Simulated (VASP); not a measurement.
# BN (I-4m2) in VASP: notebook

Runs on BN. Level: PBEsol. Tasks: single point.

Everything below comes from runs of VASP 6.6.1. Logs are shortened: lines on timing, memory, paths and dates and some standing lists are left out, and cuts for length are marked.

## Step 1: The cell of the first run

Symmetry: I-4m2, No. 119, tetragonal system. The conventional cell has a = 2.484 Å, b = 2.484 Å, c = 3.864 Å, α = 90.00°, β = 90.00°, γ = 90.00°. B (site symmetry -4m2) has 4 N at 1.57 Å within 2.1 Å. Within 2.1 Å of N (site symmetry -4m2) lie 4 B at 1.57 Å.

## Step 2: Single point, PBEsol

Contents of INCAR:

```
PREC = Accurate
ENCUT = 520
EDIFF = 1E-6
ISMEAR = 0
SIGMA = 0.05
LREAL = False
LASPH = True
NELM = 80
ALGO = Normal
ISIF = 2
LWAVE = False
LCHARG = False
GGA = PS
NBANDS = 11
```

Contents of KPOINTS:

```
regular mesh
0
Gamma
  12 12 12
```

Contents of POSCAR:

```
BN
1.0
    0.0000000000      1.7563072008      1.9319379209
    1.7563072008      0.0000000000      1.9319379209
    1.7563072008      1.7563072008      0.0000000000
B N
1 1
Direct
    0.0000000000      0.0000000000      0.0000000000
    0.7500000000      0.7500000000      0.7500000000
```

Potentials or basis: VASP PAW PBE potentials, release 64 (B, N).

Run with:

```bash
$ cat potpaw_PBE.64/B/POTCAR potpaw_PBE.64/N/POTCAR > POTCAR
$ mpirun -np 1 vasp_std > vasp.out
```

OUTCAR:

```text
PREC = Accurate
   ENCUT = 520
   EDIFF = 1E-6
   ISMEAR = 0
   LREAL = False
   LASPH = True
   NELM = 80
   ISIF = 2
   GGA = PS

 ion  position               nearest neighbor table
   1  0.000  0.000  0.000-   2 1.57   2 1.57   2 1.57   2 1.57
   2  0.750  0.750  0.750-   1 1.57   1 1.57   1 1.57   1 1.57

  LATTYP: Found a body centered tetragonal cell.
 ALAT       =     2.4837934631
 C/A-ratio  =     1.5556349186

  Lattice vectors:

 A1 = (  -1.7563072008,   0.0000000000,   1.9319379209)
 A2 = (   1.7563072008,   0.0000000000,   1.9319379209)
 A3 = (   0.0000000000,   1.7563072008,  -1.9319379209)

Analysis of symmetry for initial positions (statically):
=====================================================================
 Subroutine PRICEL returns:
 Original cell was already a primitive cell.

 Routine SETGRP: Setting up the symmetry group for a
 body centered tetragonal supercell.

 Subroutine GETGRP returns: Found  8 space group operations
 (whereof  8 operations were pure point group operations)
 out of a pool of 16 trial point group operations.

The static configuration has the point symmetry D_2d.

Analysis of symmetry for dynamics (positions and initial velocities):
=====================================================================
 Subroutine PRICEL returns:
 Original cell was already a primitive cell.

 Routine SETGRP: Setting up the symmetry group for a
 body centered tetragonal supercell.

 Subroutine GETGRP returns: Found  8 space group operations
 (whereof  8 operations were pure point group operations)
 out of a pool of 16 trial point group operations.

The dynamic configuration has the point symmetry D_2d.

 Subroutine INISYM returns: Found  8 space group operations
 (whereof  8 operations are pure point group operations),
 and found     1 'primitive' translations

----------------------------------------------------------------------------------------

                                     Primitive cell

  volume of cell :      11.9186

  direct lattice vectors                    reciprocal lattice vectors
     0.000000000  1.756307201  1.931937921    -0.284688237  0.284688237  0.258807488
     1.756307201  0.000000000  1.931937921     0.284688237 -0.284688237  0.258807488
     1.756307201  1.756307201  0.000000000     0.284688237  0.284688237 -0.258807488

  length of vectors
     2.610938359  2.610938359  2.483793463     0.478618951  0.478618951  0.478618951

  position of ions in fractional coordinates (direct lattice)
     0.000000000  0.000000000  0.000000000
     0.750000000  0.750000000  0.750000000

  ion indices of the primitive-cell ions
   primitive index   ion index
                 1           1
                 2           2

----------------------------------------------------------------------------------------

 KPOINTS: regular mesh

Automatic generation of k-mesh.
 Grid dimensions read from file:
 generate k-points for:   12   12   12

 Generating k-lattice:

  Cartesian coordinates                     Fractional coordinates (reciprocal lattice)
    -0.023724020  0.023724020  0.021567291     0.083333333  0.000000000  0.000000000
     0.023724020 -0.023724020  0.021567291     0.000000000  0.083333333  0.000000000
     0.023724020  0.023724020 -0.021567291    -0.000000000 -0.000000000  0.083333333

  Length of vectors
     0.039884913  0.039884913  0.039884913

  Shift w.r.t. Gamma in fractional coordinates (k-lattice)
     0.000000000  0.000000000  0.000000000

 Subroutine IBZKPT returns following result:
 ===========================================

 Found    163 irreducible k-points:

 Following reciprocal coordinates:
            Coordinates               Weight
  0.000000  0.000000  0.000000      1.000000
  0.083333  0.000000  0.000000      8.000000
  0.166667  0.000000  0.000000      8.000000
  0.250000  0.000000  0.000000      8.000000
  0.333333 -0.000000  0.000000      8.000000
  0.416667  0.000000  0.000000      8.000000
[... 16 lines left out ...]
  0.500000  0.166667  0.000000      8.000000
 -0.416667  0.166667  0.000000      8.000000
 [... further k-points ...]
   k-points           NKPTS =    163   k-points in BZ     NKDIM =    163   number of bands    NBANDS=     11
   number of dos      NEDOS =    301   number of ions     NIONS =      2
   total plane-waves  NPLWV =   7200
   dimension x,y,z NGX =    20 NGY =   20 NGZ =   18
   dimension x,y,z NGXF=    40 NGYF=   40 NGZF=   36
   ions per type =               1   1
   NGX,Y,Z   is equivalent  to a cutoff of  12.73, 12.73, 12.05 a.u.
   NGXF,Y,Z  is equivalent  to a cutoff of  25.47, 25.47, 24.10 a.u.
 SYSTEM =  unknown system
   PREC   = accura    normal or accurate (medium, high low for compatibility)
   ISTART =      0    job   : 0-new  1-cont  2-samecut
   ICHARG =      2    charge: 1-file 2-atom 10-const
   ISPIN  =      1    spin polarized calculation?
   LNONCOLLINEAR =      F non collinear calculations
   LSORBIT =      F    spin-orbit coupling
   LASPH  =      T    aspherical Exc in radial PAW
   ENCUT  =  520.0 eV  38.22 Ry    6.18 a.u.   4.85  4.85  4.62*2*pi/ulx,y,z
   NELM   =     80;   NELMIN=  2; NELMDL= -5     # of ELM steps
   EDIFF  = 0.1E-05   stopping-criterion for ELM
   LREAL  =      F    real-space projection
   EDIFFG = 0.1E-04   stopping-criterion for IOM
   NSW    =      0    number of steps for IOM
   IBRION =     -1    ionic relax: 0-MD 1-quasi-New 2-CG
   NFREE  =      0    steps in history (QN), initial steepest desc. (CG)
   ISIF   =      2    stress and relaxation
   ISYM   =      2    0-nonsym 1-usesym 2-fastsym
   POTIM  = 0.5000    time-step for ionic-motion
   TEBEG  =    0.0;   TEEND  =   0.0 temperature during run
   PSTRESS=    0.0 pullay stress
   NELECT =       8.0000    total number of electrons
   NUPDOWN=      -1.0000    fix difference up-down
   EMIN   =  10.00;   EMAX   =-10.00  energy-range for DOS
   EFERMI =   0.00;   METHOD = LEGACY
   ISMEAR =     0;   SIGMA  =   0.05  broadening in eV -4-tet -1-fermi 0-gaus
   EFERMI_NEDOS =   21; number of points for ismear=-14 and -15
   IALGO  =     38    algorithm
   IMIX   =      4    mixing-type and parameters
     AMIX     =   0.40;   BMIX     =  1.00
     AMIX_MAG =   1.60;   BMIX_MAG =  1.00
  volume/ion in A,a.u.               =       5.96        40.22
  Fermi-wavevector in a.u.,A,eV,Ry     =   1.433387  2.708709 27.954506  2.054598
  Thomas-Fermi vector in A             =   2.552911
   LORBIT       =      0    0 simple, 1 ext, 2 COOP (PROOUT), +10 PAW based schemes
   GGA     = PS    functional components
   LHFCALC =     F    Hartree Fock is set to
   AEXX    =    0.0000 exact exchange contribution
   IVDW    =     0    specifies the selected vdW correction
   LEPSILON=     F    determine dielectric tensor
   LRPA    =     F    only Hartree local field effects (RPA)
 non-spin polarized calculation
 Gauss-broadening in eV      SIGMA  =   0.05
  energy-cutoff  :      520.00
  volume of cell :       11.92
 maximum number of plane-waves:       344
   NGX =  9   NGY =  9   NGZ =  9

 number of electron       8.0000000 magnetization

 Free energy of the ion-electron system (eV)
  ---------------------------------------------------
  ext. energy  EPLUGINS =         0.00000000
  ---------------------------------------------------
  free energy    TOTEN  =       -18.19642652 eV

  energy without entropy =      -18.19642652  energy(sigma->0) =      -18.19642652

 E-fermi :   7.8436     XC(G=0): -12.9810

 val. band max:        7.6339526557   @ k =   0.0000   0.0000   0.0000
 cond. band min:      11.0457181647   @ k =   0.5000   0.0000   0.5000
 fundamental gap:      3.4117655089
 Fermi energy:         7.8435615403

 k-point     1 :       0.0000    0.0000    0.0000
  band No.  band energies     occupation
      1     -12.8784      2.00000
      2       6.5414      2.00000
      3       7.6340      2.00000
      4       7.6340      2.00000
      5      15.8450      0.00000
      6      15.8450      0.00000
      7      16.5107      0.00000
      8      17.3015      0.00000
      9      31.5497      0.00000
     10      31.7080      0.00000
     11      32.3796      0.00000

 k-point     2 :       0.0833    0.0000    0.0000
  band No.  band energies     occupation
      1     -12.7087      2.00000
      2       6.0442      2.00000
      3       7.0162      2.00000
      4       7.4908      2.00000
      5      15.8320      0.00000
      6      16.1260      0.00000
      7      16.8803      0.00000
      8      17.9222      0.00000
      9      29.9783      0.00000
     10      31.5592      0.00000
     11      34.3929      0.00000

 k-point     3 :       0.1667    0.0000    0.0000
  band No.  band energies     occupation
      1     -12.2056      2.00000
      2       4.2251      2.00000
      3       6.2312      2.00000
      4       7.1444      2.00000
      5      15.8543      0.00000
      6      16.8172      0.00000
      7      17.5435      0.00000
      8      19.3187      0.00000
      9      29.0165      0.00000
     10      31.3265      0.00000
     11      32.4314      0.00000

 k-point     4 :       0.2500    0.0000    0.0000
  band No.  band energies     occupation
      1     -11.3922      2.00000
      2       1.8149      2.00000
      3       5.5772      2.00000
      4       6.7489      2.00000
      5      15.8398      0.00000
      6      17.5756      0.00000
      7      18.1723      0.00000
      8      20.6766      0.00000
      9      29.0525      0.00000
     10      31.1943      0.00000
     11      31.5217      0.00000
[... 239 lines left out ...]
 k-point    22 :       0.4167    0.1667    0.0000
  band No.  band energies     occupation
      1      -9.6713      2.00000
      2      -0.6787      2.00000
      3       3.3591      2.00000
      4       5.1070      2.00000
      5      16.3962      0.00000
      6      18.7554      0.00000
      7      20.2556      0.00000
      8      21.6809      0.00000
      9      26.9765      0.00000
     10      32.3053      0.00000
     11      35.6640      0.00000

 k-point    23 :       0.5000    0.1667    0.0000
  band No.  band energies     occupation
      1      -8.6405      2.00000
      2      -2.2976      2.00000
      3       2.6976      2.00000
      4       5.2337      2.00000
      5      16.7218      0.00000
      6      18.7534      0.00000
      7      20.0926      0.00000
      8      22.6383      0.00000
      9      27.9818      0.00000
     10      32.6011      0.00000
     11      34.7426      0.00000

 k-point    24 :      -0.4167    0.1667    0.0000
  band No.  band energies     occupation
      1      -8.2616      2.00000
      2      -2.8131      2.00000
      3       2.3386      2.00000
      4       5.5706      2.00000
      5      17.1400      0.00000
      6      18.7261      0.00000
      7      19.6618      0.00000
      8      22.5824      0.00000
      9      28.8117      0.00000
     10      32.6033      0.00000
     11      33.2093      0.00000

 [... further k-points ...]
[... 5 lines left out ...]
  --------------------------------------------------------------------------------------
  -------------------------------------------------------------------------------------
  Total        1.1831760      1.1831760     -3.6529835      0.0000000     -0.0000000     -0.0000000
  in kB      159.0507797    159.0507797   -491.0595611      0.0000000     -0.0000000     -0.0000000
  external PRESSURE =     -57.6526673 kB  Pullay stress =       0.0000000 kB

 VOLUME and BASIS-vectors are now :
 -----------------------------------------------------------------------------
  energy-cutoff  :      520.00
  volume of cell :       11.92
      direct lattice vectors                 reciprocal lattice vectors
     0.000000000  1.756307201  1.931937921    -0.284688237  0.284688237  0.258807488
     1.756307201  0.000000000  1.931937921     0.284688237 -0.284688237  0.258807488
     1.756307201  1.756307201  0.000000000     0.284688237  0.284688237 -0.258807488

 POSITION                                       TOTAL-FORCE (eV/Angst)
 -----------------------------------------------------------------------------------
      0.00000      0.00000      0.00000         0.000000      0.000000      0.000000
      2.63446      2.63446      2.89791         0.000000      0.000000      0.000000
 -----------------------------------------------------------------------------------
    total drift:                               -0.000000     -0.000000      0.000002

  FREE ENERGIE OF THE ION-ELECTRON SYSTEM (eV)
  ---------------------------------------------------
  free  energy   TOTEN  =       -18.1964265208 eV

  energy  without entropy=      -18.1964265208  energy(sigma->0) =      -18.19642652
```

It took 14 s on 1 thread of Intel Xeon Platinum 8259CL at 2.50GHz (Skylake/Cascade Lake), shared host; peak memory 0.13 GiB.

What came out:

```yaml
Free_energy: -18.1964 eV
Pressure: -5.8 GPa
Band_gap_on_the_k_mesh: 3.41 eV, indirect (least direct gap 8.11 eV)
```

Stress tensor (GPa, compression positive):
```
 15.91   0.00   0.00
  0.00  15.91   0.00
  0.00   0.00 -49.11
```

Caveat: the PAW data sets were made with another functional, which shifts forces and pressure a little. A k mesh can miss the band edges.

(Part 1 of 2 ends here.)
